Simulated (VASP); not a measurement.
# Si12F in VASP: single point with PBE+D3(BJ)

Aim: the single point of Si12F with PBE+D3(BJ).

Everything below comes from runs of VASP 6.6.1. Logs are shortened: lines on timing, memory, paths and dates and some standing lists are left out, and cuts for length are marked.

### 1 The cell of the first run

The cell holds a slab with vacuum, 13 atoms: a = 7.667 Å, b = 5.422 Å, c = 20.688 Å, α = 90.00°, β = 90.00°, γ = 90.00°.

### 2 Single point, PBE+D3(BJ), collinear spin

The input, INCAR:

```
SYSTEM = Si12F
PREC = Accurate
ENCUT = 520
EDIFF = 1E-6
ISMEAR = 0
SIGMA = 0.05
LREAL = .False.
LASPH = .True.
NELM = 200
ALGO = Normal
ISIF = 2
LWAVE = .False.
LCHARG = .True.
ISPIN = 2
MAGMOM = 0 0 0 0 0 0 0 0 0 0 0 0 1
LORBIT = 11
LDIPOL = .True.
IDIPOL = 3
DIPOL = 0.5 0.5 0.298
GGA = PE
IVDW = 12
LELF = .True.
LVHAR = .True.
LVACPOTAV = .True.
NBANDS = 44
GGA_COMPAT = .False.
NELMDL = -8
```

The input, KPOINTS:

```
Automatic mesh
0
Gamma
  4 5 1
  0 0 0
```

The input, POSCAR:

```
Si12F
1.0
    7.6671881066      0.0000000000      0.0000000000
    0.0000000000      5.4215207028      0.0000000000
    0.0000000000      0.0000000000     20.6877892746
Si F
12 1
Direct
    0.2500000000      0.0000000000      0.1933507707
    0.7500000000      0.0000000000      0.1933507707
    0.0000000000      0.2500000000      0.1933507707
    0.5000000000      0.2500000000      0.1933507707
    0.0000000000      0.5038916242      0.2835650177
    0.5000000000      0.5038916242      0.2835650177
    0.2500000000      0.7461083758      0.2835650177
    0.7500000000      0.7461083758      0.2835650177
    0.2500000000      0.0085912032      0.3716099953
    0.7500000000      0.0085912032      0.3716099953
    0.0000000000      0.2414087968      0.3716099953
    0.5000000000      0.2414087968      0.3716099953
    0.2500000000      0.6752578699      0.4779529192
```

Potentials or basis: VASP PAW PBE potentials, release 64 (Si, F).

Command:

```
$ cat potpaw_PBE.64/Si/POTCAR potpaw_PBE.64/F/POTCAR > POTCAR
$ mpirun -np 1 vasp_std > vasp.out
```

OUTCAR:

```text
SYSTEM = Si12F
   PREC = Accurate
   ENCUT = 520
   EDIFF = 1E-6
   ISMEAR = 0
   LREAL = .False.
   LASPH = .True.
   NELM = 200
   ISIF = 2
   ISPIN = 2
   LORBIT = 11
   GGA = PE
   IVDW = 12
   NELMDL = -8
 IVDW          = 12

 ion  position               nearest neighbor table
   1  0.250  0.000  0.193-   7 2.32   4 2.35   3 2.35
   2  0.750  0.000  0.193-   8 2.32   4 2.35   3 2.35
   3  0.000  0.250  0.193-   5 2.32   2 2.35   1 2.35
   4  0.500  0.250  0.193-   6 2.32   2 2.35   1 2.35
   5  0.000  0.504  0.284-  11 2.31   3 2.32   8 2.32   7 2.32
   6  0.500  0.504  0.284-  12 2.31   4 2.32   8 2.32   7 2.32
   7  0.250  0.746  0.284-   9 2.31   1 2.32   6 2.32   5 2.32
   8  0.750  0.746  0.284-  10 2.31   2 2.32   6 2.32   5 2.32
   9  0.250  0.009  0.372-  11 2.30  12 2.30   7 2.31
  10  0.750  0.009  0.372-  11 2.30  12 2.30   8 2.31
  11  0.000  0.241  0.372-   9 2.30  10 2.30   5 2.31
  12  0.500  0.241  0.372-   9 2.30  10 2.30   6 2.31
  13  0.250  0.675  0.478-

  LATTYP: Found a simple orthorhombic cell.
 ALAT       =     5.4215207028
 B/A-ratio  =     1.4142135624
 C/A-ratio  =     3.8158646639

  Lattice vectors:

 A1 = (   0.0000000000,  -5.4215207028,   0.0000000000)
 A2 = (   7.6671881066,   0.0000000000,   0.0000000000)
 A3 = (   0.0000000000,   0.0000000000,  20.6877892746)

Analysis of symmetry for initial positions (statically):
=====================================================================
 Subroutine PRICEL returns:
 Original cell was already a primitive cell.

 Routine SETGRP: Setting up the symmetry group for a
 simple orthorhombic supercell.

 Subroutine GETGRP returns: Found  2 space group operations
 (whereof  1 operations were pure point group operations)
 out of a pool of  8 trial point group operations.

The static configuration has the point symmetry C_1 .
 The point group associated with its full space group is C_1h.

Analysis of symmetry for dynamics (positions and initial velocities):
=====================================================================
 Subroutine PRICEL returns:
 Original cell was already a primitive cell.

 Routine SETGRP: Setting up the symmetry group for a
 simple orthorhombic supercell.

 Subroutine GETGRP returns: Found  2 space group operations
 (whereof  1 operations were pure point group operations)
 out of a pool of  8 trial point group operations.

The dynamic configuration has the point symmetry C_1 .
 The point group associated with its full space group is C_1h.

Analysis of structural, dynamic, and magnetic symmetry:
=====================================================================
 Subroutine PRICEL returns:
 Original cell was already a primitive cell.

 Routine SETGRP: Setting up the symmetry group for a
 simple orthorhombic supercell.

 Subroutine GETGRP returns: Found  2 space group operations
 (whereof  1 operations were pure point group operations)
 out of a pool of  8 trial point group operations.

The overall configuration has the point symmetry C_1 .
 The point group associated with its full space group is C_1h.

 Subroutine INISYM returns: Found  2 space group operations
 (whereof  1 operations are pure point group operations),
 and found     1 'primitive' translations

----------------------------------------------------------------------------------------

                                     Primitive cell

  volume of cell :     859.9463

  direct lattice vectors                    reciprocal lattice vectors
     7.667188107  0.000000000  0.000000000     0.130425912  0.000000000  0.000000000
     0.000000000  5.421520703  0.000000000     0.000000000  0.184450093  0.000000000
     0.000000000  0.000000000 20.687789275     0.000000000  0.000000000  0.048337693

  length of vectors
     7.667188107  5.421520703 20.687789275     0.130425912  0.184450093  0.048337693

  position of ions in fractional coordinates (direct lattice)
     0.250000000  0.000000000  0.193350771
     0.750000000  0.000000000  0.193350771
     0.000000000  0.250000000  0.193350771
[... 85 lines left out ...]
   NSW    =      0    number of steps for IOM
   IBRION =     -1    ionic relax: 0-MD 1-quasi-New 2-CG
   NFREE  =      0    steps in history (QN), initial steepest desc. (CG)
   ISIF   =      2    stress and relaxation
   ISYM   =      2    0-nonsym 1-usesym 2-fastsym
   POTIM  = 0.5000    time-step for ionic-motion
   TEBEG  =    0.0;   TEEND  =   0.0 temperature during run
   PSTRESS=    0.0 pullay stress
   NELECT =      55.0000    total number of electrons
   NUPDOWN=      -1.0000    fix difference up-down
   EMIN   =  10.00;   EMAX   =-10.00  energy-range for DOS
   EFERMI =   0.00;   METHOD = LEGACY
   ISMEAR =     0;   SIGMA  =   0.05  broadening in eV -4-tet -1-fermi 0-gaus
   EFERMI_NEDOS =   21; number of points for ismear=-14 and -15
   IALGO  =     38    algorithm
   IMIX   =      4    mixing-type and parameters
     AMIX     =   0.40;   BMIX     =  1.00
     AMIX_MAG =   1.60;   BMIX_MAG =  1.00
  volume/ion in A,a.u.               =      66.15       446.40
  Fermi-wavevector in a.u.,A,eV,Ry     =   0.654694  1.237193  5.831794  0.428625
  Thomas-Fermi vector in A             =   1.725334
   LORBIT       =     11    0 simple, 1 ext, 2 COOP (PROOUT), +10 PAW based schemes
   GGA     = PE    functional components
   LHFCALC =     F    Hartree Fock is set to
   AEXX    =    0.0000 exact exchange contribution
   IVDW    =    12    specifies the selected vdW correction
   LEPSILON=     F    determine dielectric tensor
   LRPA    =     F    only Hartree local field effects (RPA)
 spin polarized calculation
 Gauss-broadening in eV      SIGMA  =   0.05
  energy-cutoff  :      520.00
  volume of cell :      859.95
 maximum number of plane-waves:     23198
 NGX is ok and might be reduce to    60
   NGX = 29   NGY = 21   NGZ = 77

 dipolmoment           0.000000      0.000000     -0.152376 electrons x Angstroem

 number of electron      55.0000005 magnetization       0.0769020

 dipolmoment           0.000000      0.000000      0.549191 electrons x Angstroem

 Free energy of the ion-electron system (eV)
  ---------------------------------------------------
  ext. energy  EPLUGINS =         0.00000000
  ---------------------------------------------------
  free energy    TOTEN  =       -59.69907487 eV

  energy without entropy =      -59.68560717  energy(sigma->0) =      -59.69234102

 E-fermi :  -2.6402     XC(G=0):  -3.5227

 val. band max:       -2.6431633809   @ k =   0.5000   0.2000   0.0000
 cond. band min:      -2.6315956937   @ k =   0.5000   0.2000   0.0000
 fundamental gap:      0.0115676872
 Fermi energy:        -2.6401743258

 spin component 1

 k-point     1 :       0.0000    0.0000    0.0000
  band No.  band energies     occupation
      1     -21.9169      1.00000
      2     -14.1226      1.00000
      3     -12.2602      1.00000
      4     -12.0395      1.00000
      5     -12.0387      1.00000
      6     -10.7950      1.00000
[... 367 lines left out ...]
     38       0.9320      0.00000
     39       1.7797      0.00000
 Fermi energy:        -2.6401743258

 spin component 2

 k-point     1 :       0.0000    0.0000    0.0000
  band No.  band energies     occupation
      1     -21.9114      1.00000
      2     -14.1184      1.00000
      3     -12.2544      1.00000
      4     -12.0354      1.00000
      5     -12.0341      1.00000
      6     -10.7899      1.00000
[... 367 lines left out ...]
     38       0.9358      0.00000
     39       1.7812      0.00000
 [bands above 39 left out]

------------------------ aborting loop because EDIFF is reached ----------------------------------------

 Edisp (eV)   -3.09908

 E8    (eV) :    -1.3421

  FORCE on cell =-STRESS in cart. coord.  units (eV):
  Direction    XX          YY          ZZ          XY          YZ          ZX
  --------------------------------------------------------------------------------------
  -------------------------------------------------------------------------------------
  Total       0.82317    -1.72319    -2.86108     0.00000     2.59424     0.00000
  in kB       1.53365    -3.21049    -5.33052     0.00000     4.83336     0.00000
  external pressure =       -2.34 kB  Pullay stress =        0.00 kB

 VOLUME and BASIS-vectors are now :
 -----------------------------------------------------------------------------
  energy-cutoff  :      520.00
  volume of cell :      859.95
      direct lattice vectors                 reciprocal lattice vectors
     7.667188107  0.000000000  0.000000000     0.130425912  0.000000000  0.000000000
     0.000000000  5.421520703  0.000000000     0.000000000  0.184450093  0.000000000
     0.000000000  0.000000000 20.687789275     0.000000000  0.000000000  0.048337693

 POSITION                                       TOTAL-FORCE (eV/Angst)
 -----------------------------------------------------------------------------------
      1.91680      0.00000      4.00000         0.000000      0.431158     -0.089695
      5.75039      0.00000      4.00000         0.000000      0.514336     -0.114277
      0.00000      1.35538      4.00000        -0.043152     -0.553609     -0.044870
      3.83359      1.35538      4.00000         0.043152     -0.553609     -0.044870
      0.00000      2.73186      5.86633         0.093527     -0.120203      0.098402
      3.83359      2.73186      5.86633        -0.093527     -0.120203      0.098402
      1.91680      4.04504      5.86633         0.000000      0.024387     -0.135764
      5.75039      4.04504      5.86633         0.000000      0.093693      0.021837
      1.91680      0.04658      7.68779         0.000000     -0.812605      1.239844
      5.75039      0.04658      7.68779         0.000000     -0.056388      0.155502
      0.00000      1.30880      7.68779        -0.067885      0.172738      0.259918
      3.83359      1.30880      7.68779         0.067885      0.172738      0.259918
      1.91680      3.66092      9.88779         0.000000      0.807567     -1.704349
 -----------------------------------------------------------------------------------
    total drift:                               -0.000000     -0.000070      0.001371

  FREE ENERGIE OF THE ION-ELECTRON SYSTEM (eV)
  ---------------------------------------------------
  free  energy   TOTEN  =       -62.7981506986 eV

  energy  without entropy=      -62.7846830054  energy(sigma->0) =      -62.79141685

 vacuum level on the upper side and lower side of the slab         4.603         2.216

 total charge

# of ion       s       p       d       tot
------------------------------------------
    1        0.805   0.841   0.000   1.645
    2        0.806   0.838   0.000   1.644
    3        0.809   0.833   0.000   1.642
    4        0.809   0.833   0.000   1.642
    5        0.779   0.920   0.000   1.699
    6        0.779   0.920   0.000   1.699
    7        0.778   0.928   0.000   1.706
    8        0.782   0.914   0.000   1.696
    9        0.802   0.811   0.000   1.613
   10        0.807   0.854   0.000   1.661
   11        0.808   0.847   0.000   1.655
   12        0.808   0.847   0.000   1.655
   13        1.744   4.184   0.000   5.928
--------------------------------------------------
tot         11.316  14.570   0.000  25.886

 magnetization (x)

# of ion       s       p       d       tot
------------------------------------------
    1        0.001   0.008   0.000   0.009
    2        0.000   0.004   0.000   0.004
    3        0.000   0.003   0.000   0.003
    4        0.000   0.003   0.000   0.003
    5        0.000   0.001   0.000   0.001
    6        0.000   0.001   0.000   0.001
    7        0.000   0.001   0.000   0.001
    8        0.000   0.001   0.000   0.001
    9        0.000  -0.000   0.000  -0.000
   10        0.000   0.001   0.000   0.001
   11        0.000   0.002   0.000   0.002
   12        0.000   0.002   0.000   0.002
   13        0.000   0.003   0.000   0.003
--------------------------------------------------
tot          0.004   0.029   0.000   0.033
```

Wall time 33 min (1 thread of Intel Xeon 8259CL, shared host); peak memory 1.3 GiB.

Results:

| Property | Result |
| --- | --- |
| Free energy | -62.7982 eV |
| Largest force | 1.886 eV/Å |
| Net moment | 0.08 μB per cell |
| Valence electrons inside the program's atomic spheres | Si 1.65, 1.64, 1.70, 1.71, 1.61, 1.66 (each value once); F 5.93 |
| Dispersion energy per atom | -0.238 eV |

Forces in eV/Å, atoms in the order of the input:
```
Si   0.000  0.431 -0.090
Si   0.000  0.514 -0.114
Si  -0.043 -0.554 -0.045
Si   0.043 -0.554 -0.045
Si   0.094 -0.120  0.098
Si  -0.094 -0.120  0.098
Si   0.000  0.024 -0.136
Si   0.000  0.094  0.022
Si   0.000 -0.813  1.240
Si   0.000 -0.056  0.156
Si  -0.068  0.173  0.260
Si   0.068  0.173  0.260
F    0.000  0.808 -1.704
```
